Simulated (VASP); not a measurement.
# Ge6S in VASP: notebook, part 2 of 2

VASP 6.6.1.

### 3 Single point, PBE

Contents of INCAR:

```
SYSTEM = Ge6S
PREC = Accurate
ENCUT = 520
EDIFF = 1E-6
ISMEAR = 0
SIGMA = 0.1
LREAL = .False.
LASPH = .True.
NELM = 60
ALGO = Normal
ISIF = 2
LWAVE = .False.
LCHARG = .True.
LDIPOL = .True.
IDIPOL = 3
DIPOL = 0.5 0.5 0.334
GGA = PE
LELF = .True.
LVHAR = .True.
LVACPOTAV = .True.
NBANDS = 54
```

Contents of KPOINTS:

```
Automatic mesh
0
Gamma
  7 5 1
  0 0 0
```

Contents of POSCAR:

```
Ge6S
1.0
    4.0740542126      0.0000000000      0.0000000000
    0.0000000000      5.7615827213      0.0000000000
    0.0000000000      0.0000000000     19.5242196736
Ge S
6 1
Direct
    0.5000000000      0.0000000000      0.2048737449
    0.0000000000      0.2500000000      0.2048737449
    0.0000000000      0.5005156572      0.3087424246
    0.5000000000      0.7494843428      0.3087424246
    0.5000000000      0.0069199665      0.4109879835
    0.0000000000      0.2430800335      0.4109879835
    1.0000000000      0.5069199665      0.4886389288
```

Potentials or basis: VASP PAW PBE potentials, release 64 (Ge_d, S).

On the command line:

```
$ cat potpaw_PBE.64/Ge_d/POTCAR potpaw_PBE.64/S/POTCAR > POTCAR
$ mpirun -np 1 vasp_std > vasp.out
```

OUTCAR:

```text
SYSTEM = Ge6S
   PREC = Accurate
   ENCUT = 520
   EDIFF = 1E-6
   ISMEAR = 0
   LREAL = .False.
   LASPH = .True.
   NELM = 60
   ISIF = 2
   GGA = PE

 ion  position               nearest neighbor table
   1  0.500  0.000  0.205-   4 2.49   2 2.49   2 2.49
   2  0.000  0.250  0.205-   3 2.49   1 2.49   1 2.49
   3  0.000  0.501  0.309-   6 2.49   2 2.49   4 2.49   4 2.49
   4  0.500  0.749  0.309-   5 2.49   1 2.49   3 2.49   3 2.49
   5  0.500  0.007  0.411-   6 2.45   6 2.45   4 2.49
   6  0.000  0.243  0.411-   7 2.15   5 2.45   5 2.45   3 2.49
   7  0.000  0.507  0.489-   6 2.15

  LATTYP: Found a simple orthorhombic cell.
 ALAT       =     4.0740542126
 B/A-ratio  =     1.4142135624
 C/A-ratio  =     4.7923318284

  Lattice vectors:

 A1 = (   4.0740542126,   0.0000000000,   0.0000000000)
 A2 = (   0.0000000000,   5.7615827213,   0.0000000000)
 A3 = (   0.0000000000,   0.0000000000,  19.5242196736)

Analysis of symmetry for initial positions (statically):
=====================================================================
 Subroutine PRICEL returns:
 Original cell was already a primitive cell.

 Routine SETGRP: Setting up the symmetry group for a
 simple orthorhombic supercell.

 Subroutine GETGRP returns: Found  2 space group operations
 (whereof  2 operations were pure point group operations)
 out of a pool of  8 trial point group operations.

The static configuration has the point symmetry C_1h.

Analysis of symmetry for dynamics (positions and initial velocities):
=====================================================================
 Subroutine PRICEL returns:
 Original cell was already a primitive cell.

 Routine SETGRP: Setting up the symmetry group for a
 simple orthorhombic supercell.

 Subroutine GETGRP returns: Found  2 space group operations
 (whereof  2 operations were pure point group operations)
 out of a pool of  8 trial point group operations.

The dynamic configuration has the point symmetry C_1h.

 Subroutine INISYM returns: Found  2 space group operations
 (whereof  2 operations are pure point group operations),
 and found     1 'primitive' translations

----------------------------------------------------------------------------------------

                                     Primitive cell

  volume of cell :     458.2920

  direct lattice vectors                    reciprocal lattice vectors
     4.074054213  0.000000000  0.000000000     0.245455742  0.000000000  0.000000000
     0.000000000  5.761582721  0.000000000     0.000000000  0.173563420  0.000000000
     0.000000000  0.000000000 19.524219674     0.000000000  0.000000000  0.051218436

  length of vectors
     4.074054213  5.761582721 19.524219674     0.245455742  0.173563420  0.051218436

  position of ions in fractional coordinates (direct lattice)
     0.500000000  0.000000000  0.204873745
     0.000000000  0.250000000  0.204873745
     0.000000000  0.500515657  0.308742425
     0.500000000  0.749484343  0.308742425
     0.500000000  0.006919966  0.410987984
     0.000000000  0.243080034  0.410987984
[... 46 lines left out ...]
  0.285714  0.200000  0.000000      4.000000
  0.428571  0.200000  0.000000      4.000000
  0.000000  0.400000  0.000000      2.000000
  0.142857  0.400000  0.000000      4.000000
  0.285714  0.400000  0.000000      4.000000
  0.428571  0.400000  0.000000      4.000000
   k-points           NKPTS =     12   k-points in BZ     NKDIM =     12   number of bands    NBANDS=     54
   number of dos      NEDOS =    301   number of ions     NIONS =      7
   total plane-waves  NPLWV = 216000
   dimension x,y,z NGX =    30 NGY =   48 NGZ =  150
   dimension x,y,z NGXF=    60 NGYF=   96 NGZF=  300
   ions per type =               6   1
   NGX,Y,Z   is equivalent  to a cutoff of  12.24, 13.85, 12.77 a.u.
   NGXF,Y,Z  is equivalent  to a cutoff of  24.48, 27.70, 25.54 a.u.
 SYSTEM =  Ge6S
   PREC   = accura    normal or accurate (medium, high low for compatibility)
   ISTART =      0    job   : 0-new  1-cont  2-samecut
   ICHARG =      2    charge: 1-file 2-atom 10-const
   ISPIN  =      1    spin polarized calculation?
   LNONCOLLINEAR =      F non collinear calculations
   LSORBIT =      F    spin-orbit coupling
   LASPH  =      T    aspherical Exc in radial PAW
   ENCUT  =  520.0 eV  38.22 Ry    6.18 a.u.   7.58 10.71 36.30*2*pi/ulx,y,z
   NELM   =     60;   NELMIN=  2; NELMDL= -5     # of ELM steps
   EDIFF  = 0.1E-05   stopping-criterion for ELM
   LREAL  =      F    real-space projection
   EDIFFG = 0.1E-04   stopping-criterion for IOM
   NSW    =      0    number of steps for IOM
   IBRION =     -1    ionic relax: 0-MD 1-quasi-New 2-CG
   NFREE  =      0    steps in history (QN), initial steepest desc. (CG)
   ISIF   =      2    stress and relaxation
   ISYM   =      2    0-nonsym 1-usesym 2-fastsym
   POTIM  = 0.5000    time-step for ionic-motion
   TEBEG  =    0.0;   TEEND  =   0.0 temperature during run
   PSTRESS=    0.0 pullay stress
   NELECT =      90.0000    total number of electrons
   NUPDOWN=      -1.0000    fix difference up-down
   EMIN   =  10.00;   EMAX   =-10.00  energy-range for DOS
   EFERMI =   0.00;   METHOD = LEGACY
   ISMEAR =     0;   SIGMA  =   0.10  broadening in eV -4-tet -1-fermi 0-gaus
   EFERMI_NEDOS =   21; number of points for ismear=-14 and -15
   IALGO  =     38    algorithm
   IMIX   =      4    mixing-type and parameters
     AMIX     =   0.40;   BMIX     =  1.00
     AMIX_MAG =   1.60;   BMIX_MAG =  1.00
  volume/ion in A,a.u.               =      65.47       441.82
  Fermi-wavevector in a.u.,A,eV,Ry     =   0.951572  1.798210 12.319925  0.905489
  Thomas-Fermi vector in A             =   2.080054
   LORBIT       =      0    0 simple, 1 ext, 2 COOP (PROOUT), +10 PAW based schemes
   GGA     = PE    functional components
   LHFCALC =     F    Hartree Fock is set to
   AEXX    =    0.0000 exact exchange contribution
   IVDW    =     0    specifies the selected vdW correction
   LEPSILON=     F    determine dielectric tensor
   LRPA    =     F    only Hartree local field effects (RPA)
 non-spin polarized calculation
 Gauss-broadening in eV      SIGMA  =   0.10
  energy-cutoff  :      520.00
  volume of cell :      458.29
 maximum number of plane-waves:     12387
   NGX = 15   NGY = 21   NGZ = 73

 dipolmoment           0.000000      0.000000     -0.000071 electrons x Angstroem

 number of electron      89.9999933 magnetization

 dipolmoment           0.000000      0.000000      0.186979 electrons x Angstroem

 Free energy of the ion-electron system (eV)
  ---------------------------------------------------
  ext. energy  EPLUGINS =         0.00000000
  ---------------------------------------------------
  free energy    TOTEN  =       -28.34206056 eV

  energy without entropy =      -28.31484213  energy(sigma->0) =      -28.32845135

 E-fermi :  -1.9341     XC(G=0):  -4.2407

 val. band max:       -1.9500380370   @ k =   0.2857   0.2000   0.0000
 cond. band min:      -1.9197621269   @ k =   0.0000   0.4000   0.0000
 fundamental gap:      0.0302759101
 Fermi energy:        -1.9341124939

 k-point     1 :       0.0000    0.0000    0.0000
  band No.  band energies     occupation
      1     -26.5305      2.00000
      2     -26.5055      2.00000
      3     -26.4910      2.00000
      4     -26.4720      2.00000
      5     -26.4700      2.00000
      6     -26.4521      2.00000
[... 673 lines left out ...]
     53       3.0348      0.00000
     54       3.5322      0.00000

------------------------ aborting loop because EDIFF is reached ----------------------------------------

  FORCE on cell =-STRESS in cart. coord.  units (eV):
  Direction    XX          YY          ZZ          XY          YZ          ZX
  --------------------------------------------------------------------------------------
  -------------------------------------------------------------------------------------
  Total        0.7225442      0.1283574      0.8586543      0.0000000     -0.9160937      0.0000000
  in kB        2.5259963      0.4487343      3.0018339      0.0000000     -3.2026406      0.0000000
  external PRESSURE =       1.9921882 kB  Pullay stress =       0.0000000 kB

 VOLUME and BASIS-vectors are now :
 -----------------------------------------------------------------------------
  energy-cutoff  :      520.00
  volume of cell :      458.29
      direct lattice vectors                 reciprocal lattice vectors
     4.074054213  0.000000000  0.000000000     0.245455742  0.000000000  0.000000000
     0.000000000  5.761582721  0.000000000     0.000000000  0.173563420  0.000000000
     0.000000000  0.000000000 19.524219674     0.000000000  0.000000000  0.051218436

 POSITION                                       TOTAL-FORCE (eV/Angst)
 -----------------------------------------------------------------------------------
      2.03703      0.00000      4.00000         0.000000      0.362987      0.148761
      0.00000      1.44040      4.00000         0.000000     -0.145183     -0.208739
      0.00000      2.88376      6.02795         0.000000      0.030361     -0.569491
      2.03703      4.31822      6.02795         0.000000      0.116275      0.209107
      2.03703      0.03987      8.02422         0.000000     -1.075019     -0.229378
      0.00000      1.40053      8.02422         0.000000      0.543314      0.690604
      0.00000      2.92066      9.54029         0.000000      0.167265     -0.040864
 -----------------------------------------------------------------------------------
    total drift:                                0.000000      0.000355     -0.000703

  FREE ENERGIE OF THE ION-ELECTRON SYSTEM (eV)
  ---------------------------------------------------
  free  energy   TOTEN  =       -28.3420605636 eV

  energy  without entropy=      -28.3148421271  energy(sigma->0) =      -28.32845135

 vacuum level on the upper side and lower side of the slab         4.036         2.595
```

Wall time 6.7 min (1 thread of Intel Xeon 6975P-C (Granite Rapids), shared host); peak memory 0.62 GiB.

Results:

- Free energy: -28.3421 eV
- Largest force: 1.099 eV/Å
- Band gap on the k mesh: zero (band 45 reaches -1.80 eV, above the bottom of band 46 at -2.07 eV)

Forces on the atoms (eV/Å):
```
Ge   0.000  0.363  0.149
Ge   0.000 -0.145 -0.209
Ge   0.000  0.030 -0.569
Ge   0.000  0.116  0.209
Ge   0.000 -1.075 -0.229
Ge   0.000  0.543  0.691
S    0.000  0.167 -0.041
```

### 4 Single point, PBE

Contents of INCAR:

```
SYSTEM = Ge6S
PREC = Accurate
ENCUT = 520
EDIFF = 1E-6
ISMEAR = 0
SIGMA = 0.1
LREAL = .FALSE.
LASPH = .TRUE.
NELM = 100
ALGO = Normal
ISIF = 2
LWAVE = .FALSE.
LCHARG = .FALSE.
LDIPOL = .TRUE.
IDIPOL = 3
DIPOL = 0.5 0.5 0.331
GGA = PE
NBANDS = 54
```

Contents of KPOINTS:

```
Automatic mesh
0
G
  7 5 1
  0 0 0
```

Edit POSCAR of step 3 so:

```diff
@@ -14,2 +14,2 @@
     0.0000000000      0.2430800335      0.4109879835
-    1.0000000000      0.5069199665      0.4886389288
+    1.0000000000      0.8402532998      0.4674365390
```

Potentials or basis: VASP PAW PBE potentials, release 64 (Ge_d, S).

On the command line:

```
$ cat potpaw_PBE.64/Ge_d/POTCAR potpaw_PBE.64/S/POTCAR > POTCAR
$ mpirun -np 1 vasp_std > vasp.out
```

OUTCAR:

```text
SYSTEM = Ge6S
   PREC = Accurate
   ENCUT = 520
   EDIFF = 1E-6
   ISMEAR = 0
   LREAL = .FALSE.
   LASPH = .TRUE.
   NELM = 100
   ISIF = 2
   GGA = PE

 ion  position               nearest neighbor table
   1  0.500  0.000  0.205-   4 2.49   2 2.49   2 2.49
   2  0.000  0.250  0.205-   3 2.49   1 2.49   1 2.49
   3  0.000  0.501  0.309-   6 2.49   2 2.49   4 2.49   4 2.49
   4  0.500  0.749  0.309-   5 2.49   1 2.49   3 2.49   3 2.49
[... 888 lines left out ...]
  -------------------------------------------------------------------------------------
  Total        2.7234592      0.5547815      2.4210446      0.0000000      0.0929536      0.0000000
  in kB        9.5211448      1.9395022      8.4639109      0.0000000      0.3249633      0.0000000
  external PRESSURE =       6.6415193 kB  Pullay stress =       0.0000000 kB

 VOLUME and BASIS-vectors are now :
 -----------------------------------------------------------------------------
  energy-cutoff  :      520.00
  volume of cell :      458.29
      direct lattice vectors                 reciprocal lattice vectors
     4.074054213  0.000000000  0.000000000     0.245455742  0.000000000  0.000000000
     0.000000000  5.761582721  0.000000000     0.000000000  0.173563420  0.000000000
     0.000000000  0.000000000 19.524219674     0.000000000  0.000000000  0.051218436

 POSITION                                       TOTAL-FORCE (eV/Angst)
 -----------------------------------------------------------------------------------
      2.03703      0.00000      4.00000         0.000000      0.213065     -0.259249
      0.00000      1.44040      4.00000         0.000000     -0.388807      0.208220
      0.00000      2.88376      6.02795         0.000000      0.118092     -0.678438
      2.03703      4.31822      6.02795         0.000000      0.067127     -0.447395
      2.03703      0.03987      8.02422         0.000000     -0.982772      0.349643
      0.00000      1.40053      8.02422         0.000000      1.195233      0.820050
      0.00000      4.84119      9.12633         0.000000     -0.221939      0.007171
 -----------------------------------------------------------------------------------
    total drift:                                0.000000      0.000140     -0.001144

  FREE ENERGIE OF THE ION-ELECTRON SYSTEM (eV)
  ---------------------------------------------------
  free  energy   TOTEN  =       -27.7793520107 eV

  energy  without entropy=      -27.7546478401  energy(sigma->0) =      -27.76699993

 vacuum level on the upper side and lower side of the slab         3.561         3.002
```

OSZICAR:

```text
N       E                     dE             d eps       ncg     rms          rms(c)
DAV:   1     0.898671285079E+03    0.89867E+03   -0.45960E+04  1628   0.271E+03
DAV:   2     0.123530572856E+03   -0.77514E+03   -0.75501E+03  1528   0.697E+02
DAV:   3    -0.178461324126E+02   -0.14138E+03   -0.13969E+03  1754   0.211E+02
DAV:   4    -0.278036585967E+02   -0.99575E+01   -0.98803E+01  1504   0.635E+01
[... 17 lines left out ...]
DAV:  22    -0.277793353933E+02   -0.22186E-04   -0.87523E-07   964   0.102E-02    0.637E-04
DAV:  23    -0.277793434172E+02   -0.80239E-05   -0.37362E-07   964   0.830E-03    0.664E-04
DAV:  24    -0.277793488768E+02   -0.54596E-05   -0.19969E-07   906   0.493E-03    0.400E-04
DAV:  25    -0.277793510276E+02   -0.21508E-05   -0.10805E-07   856   0.685E-03    0.278E-04
DAV:  26    -0.277793520107E+02   -0.98311E-06   -0.70395E-08   798   0.262E-03
   1 F= -.27779352E+02 E0= -.27767000E+02  d E =-.247042E-01
```

stdout:

```text
POSCAR found type information on POSCAR GeS
 POSCAR found :  2 types and       7 ions
 scaLAPACK will be used
 LDA part: xc-table for (Slater+PW92), standard interpolation
 POSCAR, INCAR and KPOINTS ok, starting setup
 FFT: planning ... GRIDC
 FFT: planning ... GRID_SOFT
 FFT: planning ... GRID
 WAVECAR not read
 entering main loop
```

It took 5.8 min on 1 thread of Intel Xeon 6975P-C (Granite Rapids), shared host; peak memory 0.61 GiB.

What came out:

| Quantity | Value |
| --- | --- |
| Free energy | -27.7794 eV |
| Largest force | 1.450 eV/Å |
| Band gap on the k mesh | zero (band 45 reaches -1.64 eV, above the bottom of band 46 at -1.70 eV) |

Forces in eV/Å, atoms in the order of the input:
```
Ge   0.000  0.213 -0.259
Ge   0.000 -0.389  0.208
Ge   0.000  0.118 -0.678
Ge   0.000  0.067 -0.447
Ge   0.000 -0.983  0.350
Ge   0.000  1.195  0.820
S    0.000 -0.222  0.007
```
